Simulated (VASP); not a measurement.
# BN (P6_3/mmc) in VASP: notebook

Runs on BN. Level: PBEsol. Tasks: single point.

Program: VASP 6.6.1. These are calculated values, not measurements. Logs are shortened: lines on timing, memory, paths and dates and some standing lists are left out, and cuts for length are marked.

**1. The cell of the first run**

It takes space group P6_3/mmc (No. 194, hexagonal). Conventional cell: a = 2.445 Å, b = 2.445 Å, c = 4.675 Å, α = 90.00°, β = 90.00°, γ = 120.00°. Within 1.9 Å of B (site symmetry -6m2) lie 3 N at 1.41 Å. N (site symmetry -6m2) has 3 B at 1.41 Å within 1.9 Å.

**2. Single point, PBEsol**

The input, INCAR:

```
SYSTEM = BN
ALGO = Normal
EDIFF = 1E-6
ENCUT = 520
GGA = PS
ISIF = 2
ISMEAR = 0
LASPH = .TRUE.
LCHARG = .FALSE.
LREAL = .FALSE.
LWAVE = .FALSE.
NBANDS = 16
NELM = 100
PREC = Accurate
SIGMA = 0.02
```

The input, KPOINTS:

```
k-points
0
G
  12 12 6
  0 0 0
```

The input, POSCAR:

```
BN
1.0
    2.4450866989      0.0000000000      0.0000000000
   -1.2225433494      2.1175071957      0.0000000000
    0.0000000000      0.0000000000      4.6749681407
B N
2 2
Direct
    0.3333333333      0.6666666667      0.2500000000
    0.6666666667      0.3333333333      0.7500000000
    0.3333333333      0.6666666667      0.7500000000
    0.6666666667      0.3333333333      0.2500000000
```

Potentials or basis: VASP PAW PBE potentials, release 64 (B, N).

On the command line:

```
$ cat potpaw_PBE.64/B/POTCAR potpaw_PBE.64/N/POTCAR > POTCAR
$ mpirun -np 1 vasp_std > vasp.out
```

OUTCAR:

```text
SYSTEM = BN
   EDIFF = 1E-6
   ENCUT = 520
   GGA = PS
   ISIF = 2
   ISMEAR = 0
   LASPH = .TRUE.
   LREAL = .FALSE.
   NELM = 100
   PREC = Accurate

 ion  position               nearest neighbor table
   1  0.333  0.667  0.250-   4 1.41   4 1.41   4 1.41
   2  0.667  0.333  0.750-   3 1.41   3 1.41   3 1.41
   3  0.333  0.667  0.750-   2 1.41   2 1.41   2 1.41
   4  0.667  0.333  0.250-   1 1.41   1 1.41   1 1.41

  LATTYP: Found a hexagonal cell.
 ALAT       =     2.4450866989
 C/A-ratio  =     1.9119846109

  Lattice vectors:

 A1 = (   2.4450866989,   0.0000000000,   0.0000000000)
 A2 = (  -1.2225433494,   2.1175071957,   0.0000000000)
 A3 = (   0.0000000000,   0.0000000000,   4.6749681407)

Analysis of symmetry for initial positions (statically):
=====================================================================
 Subroutine PRICEL returns:
 Original cell was already a primitive cell.

 Routine SETGRP: Setting up the symmetry group for a
 hexagonal supercell.

 Subroutine GETGRP returns: Found 24 space group operations
 (whereof 12 operations were pure point group operations)
 out of a pool of 24 trial point group operations.

The static configuration has the point symmetry D_3d.
 The point group associated with its full space group is D_6h.

Analysis of symmetry for dynamics (positions and initial velocities):
=====================================================================
 Subroutine PRICEL returns:
 Original cell was already a primitive cell.

 Routine SETGRP: Setting up the symmetry group for a
 hexagonal supercell.

 Subroutine GETGRP returns: Found 24 space group operations
 (whereof 12 operations were pure point group operations)
 out of a pool of 24 trial point group operations.

The dynamic configuration has the point symmetry D_3d.
 The point group associated with its full space group is D_6h.

 Subroutine INISYM returns: Found 24 space group operations
 (whereof 12 operations are pure point group operations),
 and found     1 'primitive' translations

----------------------------------------------------------------------------------------

                                     Primitive cell

  volume of cell :      24.2046

  direct lattice vectors                    reciprocal lattice vectors
     2.445086699  0.000000000  0.000000000     0.408983453  0.236126706  0.000000000
    -1.222543349  2.117507196  0.000000000     0.000000000  0.472253413  0.000000000
     0.000000000  0.000000000  4.674968141     0.000000000  0.000000000  0.213905201

[... 85 lines left out ...]
   ENCUT  =  520.0 eV  38.22 Ry    6.18 a.u.   4.55  4.55  8.69*2*pi/ulx,y,z
   NELM   =    100;   NELMIN=  2; NELMDL= -5     # of ELM steps
   EDIFF  = 0.1E-05   stopping-criterion for ELM
   LREAL  =      F    real-space projection
   EDIFFG = 0.1E-04   stopping-criterion for IOM
   NSW    =      0    number of steps for IOM
   IBRION =     -1    ionic relax: 0-MD 1-quasi-New 2-CG
   NFREE  =      0    steps in history (QN), initial steepest desc. (CG)
   ISIF   =      2    stress and relaxation
   ISYM   =      2    0-nonsym 1-usesym 2-fastsym
   POTIM  = 0.5000    time-step for ionic-motion
   TEBEG  =    0.0;   TEEND  =   0.0 temperature during run
   PSTRESS=    0.0 pullay stress
   NELECT =      16.0000    total number of electrons
   NUPDOWN=      -1.0000    fix difference up-down
   EMIN   =  10.00;   EMAX   =-10.00  energy-range for DOS
   EFERMI =   0.00;   METHOD = LEGACY
   ISMEAR =     0;   SIGMA  =   0.02  broadening in eV -4-tet -1-fermi 0-gaus
   EFERMI_NEDOS =   21; number of points for ismear=-14 and -15
   IALGO  =     38    algorithm
   IMIX   =      4    mixing-type and parameters
     AMIX     =   0.40;   BMIX     =  1.00
     AMIX_MAG =   1.60;   BMIX_MAG =  1.00
  volume/ion in A,a.u.               =       6.05        40.84
  Fermi-wavevector in a.u.,A,eV,Ry     =   1.426096  2.694931 27.670862  2.033751
  Thomas-Fermi vector in A             =   2.546410
   LORBIT       =      0    0 simple, 1 ext, 2 COOP (PROOUT), +10 PAW based schemes
   GGA     = PS    functional components
   LHFCALC =     F    Hartree Fock is set to
   AEXX    =    0.0000 exact exchange contribution
   IVDW    =     0    specifies the selected vdW correction
   LEPSILON=     F    determine dielectric tensor
   LRPA    =     F    only Hartree local field effects (RPA)
 non-spin polarized calculation
 Gauss-broadening in eV      SIGMA  =   0.02
  energy-cutoff  :      520.00
  volume of cell :       24.20
 maximum number of plane-waves:       667
   NGX =  9   NGY =  9   NGZ = 17

 number of electron      16.0000002 magnetization

 Free energy of the ion-electron system (eV)
  ---------------------------------------------------
  ext. energy  EPLUGINS =         0.00000000
  ---------------------------------------------------
  free energy    TOTEN  =       -35.39775348 eV

  energy without entropy =      -35.39775348  energy(sigma->0) =      -35.39775348

 E-fermi :   7.0950     XC(G=0): -12.7209

 val. band max:        6.9008801746   @ k =   0.2500   0.1667   0.0000
 cond. band min:      10.4313204905   @ k =   0.5000  -0.0000   0.3333
 fundamental gap:      3.5304403158
 Fermi energy:         7.0949703103

 k-point     1 :       0.0000    0.0000    0.0000
  band No.  band energies     occupation
      1     -13.4017      2.00000
      2     -10.7730      2.00000
      3      -3.0872      2.00000
      4       4.4998      2.00000
      5       4.4998      2.00000
      6       5.1630      2.00000
[... 433 lines left out ...]
      3      -1.6233      2.00000
      4      -0.5508      2.00000
      5       0.5285      2.00000
      6       1.9839      2.00000
[... 8 lines left out ...]
     15      24.7267      0.00000
     16      25.2990      0.00000

 [... further k-points ...]
[... 5 lines left out ...]
  --------------------------------------------------------------------------------------
  -------------------------------------------------------------------------------------
  Total        7.6856630      7.6856630      7.5285754      0.0000000     -0.0000000      0.0000000
  in kB      508.7379148    508.7379148    498.3398022      0.0000000     -0.0000000      0.0000000
  external PRESSURE =     505.2718773 kB  Pullay stress =       0.0000000 kB

 VOLUME and BASIS-vectors are now :
 -----------------------------------------------------------------------------
  energy-cutoff  :      520.00
  volume of cell :       24.20
      direct lattice vectors                 reciprocal lattice vectors
     2.445086699  0.000000000  0.000000000     0.408983453  0.236126706  0.000000000
    -1.222543349  2.117507196  0.000000000     0.000000000  0.472253413  0.000000000
     0.000000000  0.000000000  4.674968141     0.000000000  0.000000000  0.213905201

 POSITION                                       TOTAL-FORCE (eV/Angst)
 -----------------------------------------------------------------------------------
     -0.00000      1.41167      1.16874         0.000000     -0.000000      0.000000
      1.22254      0.70584      3.50623        -0.000000      0.000000      0.000000
     -0.00000      1.41167      3.50623        -0.000000      0.000000      0.000000
      1.22254      0.70584      1.16874        -0.000000      0.000000      0.000000
 -----------------------------------------------------------------------------------
    total drift:                               -0.000000      0.000000     -0.000000

  FREE ENERGIE OF THE ION-ELECTRON SYSTEM (eV)
  ---------------------------------------------------
  free  energy   TOTEN  =       -35.3977534848 eV

  energy  without entropy=      -35.3977534848  energy(sigma->0) =      -35.39775348
```

OSZICAR:

```text
N       E                     dE             d eps       ncg     rms          rms(c)
DAV:   1     0.407117448599E+02    0.40712E+02   -0.84249E+03  2440   0.974E+02
DAV:   2    -0.363938613912E+02   -0.77106E+02   -0.71124E+02  3504   0.236E+02
DAV:   3    -0.387102083663E+02   -0.23163E+01   -0.23103E+01  2704   0.382E+01
DAV:   4    -0.387163582450E+02   -0.61499E-02   -0.61494E-02  3168   0.222E+00
DAV:   5    -0.387163804303E+02   -0.22185E-04   -0.22185E-04  2680   0.123E-01    0.117E+01
DAV:   6    -0.357554071338E+02    0.29610E+01   -0.36665E+00  3088   0.165E+01    0.542E+00
DAV:   7    -0.354596065861E+02    0.29580E+00   -0.61760E-01  3192   0.611E+00    0.319E+00
DAV:   8    -0.354007786983E+02    0.58828E-01   -0.11376E-01  3080   0.257E+00    0.378E-01
DAV:   9    -0.353976638329E+02    0.31149E-02   -0.80123E-03  2952   0.835E-01    0.187E-01
DAV:  10    -0.353977461701E+02   -0.82337E-04   -0.43444E-04  3024   0.179E-01    0.211E-02
DAV:  11    -0.353977521000E+02   -0.59299E-05   -0.27047E-05  3064   0.437E-02    0.137E-02
DAV:  12    -0.353977535013E+02   -0.14013E-05   -0.32604E-06  2688   0.155E-02    0.101E-03
DAV:  13    -0.353977534848E+02    0.16536E-07   -0.67155E-08  1392   0.238E-03
   1 F= -.35397753E+02 E0= -.35397753E+02  d E =-.196959E-44
```

It took 12 s on 1 thread of Intel Xeon 6975P-C (Granite Rapids), shared host; peak memory 0.14 GiB.

What came out:

```
Free energy            : -35.3978 eV
Pressure               : 50.5 GPa
Band gap on the k mesh : 3.53 eV, indirect (least direct gap 4.43 eV)
```

Stress tensor (GPa, compression positive):
```
50.87  0.00  0.00
 0.00 50.87  0.00
 0.00  0.00 49.83
```

Caveat: the PAW data sets were made with another functional, which shifts forces and pressure a little.

**3. Single point, PBEsol**

This run uses another cell than the first one, of 8.28 Å³/atom, 1.368 times its volume.

The input, INCAR:

```
PREC = Accurate
ENCUT = 520
EDIFF = 1E-6
ISMEAR = 0
SIGMA = 0.02
LREAL = F
LASPH = T
NELM = 100
ALGO = Normal
ISIF = 2
LWAVE = F
LCHARG = T
GGA = PS
LELF = T
LVHAR = T
NBANDS = 16
```

The input, KPOINTS:

```
Automatic mesh
0
Gamma
  12 12 4
```

The input, POSCAR:

```
BN
1.0
    2.4966716204      0.0000000000      0.0000000000
   -1.2483358102      2.1621810482      0.0000000000
    0.0000000000      0.0000000000      6.1349982466
B N
2 2
Direct
    0.3333333333      0.6666666667      0.2500000000
    0.6666666667      0.3333333333      0.7500000000
    0.3333333333      0.6666666667      0.7500000000
    0.6666666667      0.3333333333      0.2500000000
```

Potentials or basis: VASP PAW PBE potentials, release 64 (B, N).

On the command line:

```
$ cat potpaw_PBE.64/B/POTCAR potpaw_PBE.64/N/POTCAR > POTCAR
$ mpirun -np 1 vasp_std > vasp.out
```

Run time: 13 s. Hardware: 1 thread of Intel Xeon 6975P-C (Granite Rapids), shared host; peak memory 0.15 GiB.

The run converged. Its results:

```
Free energy            : -36.5240 eV
Pressure               : 4.3 GPa
Band gap on the k mesh : 4.01 eV, indirect (least direct gap 4.34 eV)
```

Stress tensor (GPa, compression positive):
```
4.57 0.00 0.00
0.00 4.57 0.00
0.00 0.00 3.80
```

Levels at points of the mesh, in eV from the valence-band top:
```tsv
k point	band 5	band 6	band 7	band 8	band 9	band 10	band 11	band 12
(0.00, 0.00, 0.00)	-1.38	-1.38	-1.30	-1.30	5.57	11.08	11.45	11.45
(0.50, 0.00, 0.00)	-4.25	-4.11	-1.86	-0.33	4.01	5.96	9.56	9.81
(0.00, 0.00, 0.50)	-1.34	-1.34	-1.34	-1.34	8.43	8.43	11.56	11.56
(0.50, 0.00, 0.50)	-4.18	-4.18	-1.03	-1.03	4.56	4.56	9.93	9.93
```

Caveat: the PAW data sets were made with another functional, which shifts forces and pressure a little; this functional lacks dispersion, which binds the layers, so the pressure and a relaxed spacing across them are unreliable. A hybrid or GW would open this gap; PBEsol tends to underestimate it.

**4. Single point, PBEsol**

This run uses another cell than the first one, of 8.98 Å³/atom, 1.484 times its volume.

The input, INCAR:

```
SYSTEM = BN
PREC     = Accurate       ! precision mode
ENCUT    = 520            ! plane-wave cutoff, eV
EDIFF    = 1E-6           ! SCF threshold, eV
ISMEAR   = 0              ! smearing method
SIGMA    = 0.02           ! smearing width, eV
LREAL    = .FALSE.        ! projectors in reciprocal space
LASPH    = .TRUE.         ! aspherical terms in the spheres
NELM     = 100            ! most SCF steps
ALGO     = Normal         ! electronic algorithm
ISIF     = 2              ! what is computed and relaxed
LWAVE    = .FALSE.        ! write WAVECAR
LCHARG   = .FALSE.        ! write CHGCAR
GGA      = PS             ! functional
NBANDS   = 16             ! bands
```

The input, KPOINTS:

```
Automatic mesh
0
G
  12 12 4
  0 0 0
```

The input, POSCAR:

```
BN
1.0
    2.5022827252      0.0000000000      0.0000000000
   -1.2511413626      2.1670404074      0.0000000000
    0.0000000000      0.0000000000      6.6229928367
B N
2 2
Direct
    0.3333333333      0.6666666667      0.2500000000
    0.6666666667      0.3333333333      0.7500000000
    0.3333333333      0.6666666667      0.7500000000
    0.6666666667      0.3333333333      0.2500000000
```

On the command line:

```
$ cat potpaw_PBE.64/B/POTCAR potpaw_PBE.64/N/POTCAR > POTCAR
$ mpirun -np 1 vasp_std > vasp.out
```

Wall time 14 s (1 thread of Intel Xeon 6975P-C (Granite Rapids), shared host); peak memory 0.15 GiB.

Results (log left out):

```
Free energy            : -36.5644 eV
Pressure               : 1.3 GPa
Band gap on the k mesh : 4.17 eV, indirect (least direct gap 4.58 eV)
```

Stress tensor (GPa, compression positive):
```
1.52 0.00 0.00
0.00 1.52 0.00
0.00 0.00 0.84
```

Levels at points of the mesh, in eV from the valence-band top:
```
           k point  band 5  band 6  band 7  band 8  band 9  band 10  band 11  band 12
(0.00, 0.00, 0.00)   -1.30   -1.30   -1.26   -1.26    5.07    10.22    11.52    11.52
(0.50, 0.00, 0.00)   -4.14   -4.07   -1.48   -0.43    4.17     5.61     9.47     9.91
(0.00, 0.00, 0.50)   -1.28   -1.28   -1.28   -1.28    7.49     7.49    11.59    11.59
(0.50, 0.00, 0.50)   -4.10   -4.10   -0.93   -0.93    4.65     4.65     9.88     9.88
```

Caveat: the PAW data sets were made with another functional, which shifts forces and pressure a little; this functional lacks dispersion, which binds the layers, so the pressure and a relaxed spacing across them are unreliable.

**5. Summary**

| cell | k mesh | gap on the mesh (eV) | pressure (GPa) |
| --- | --- | --- | --- |
| a = 2.445, b = 2.445, c = 4.675 Å, angles 90.0, 90.0, 120.0°, 4 atoms | 12 × 12 × 6 | 3.53 | 50.5 |
| a = 2.497, b = 2.497, c = 6.135 Å, angles 90.0, 90.0, 120.0°, 4 atoms | 12 × 12 × 4 | 4.01 | 4.3 |
| a = 2.502, b = 2.502, c = 6.623 Å, angles 90.0, 90.0, 120.0°, 4 atoms | 12 × 12 × 4 | 4.17 | 1.3 |

Alike in all rows: task single point; level PBEsol; potentials or basis VASP PAW PBE potentials, release 64 (B, N); no spin polarisation; cutoff (eV) 520; smearing gaussian 0.02 eV.

Caveats: the PAW data sets were made with another functional, which shifts forces and pressure a little; this functional lacks dispersion, which binds the layers, so the pressure and a relaxed spacing across them are unreliable (some runs).

Absolute energies hang on the potentials; compare differences alone.
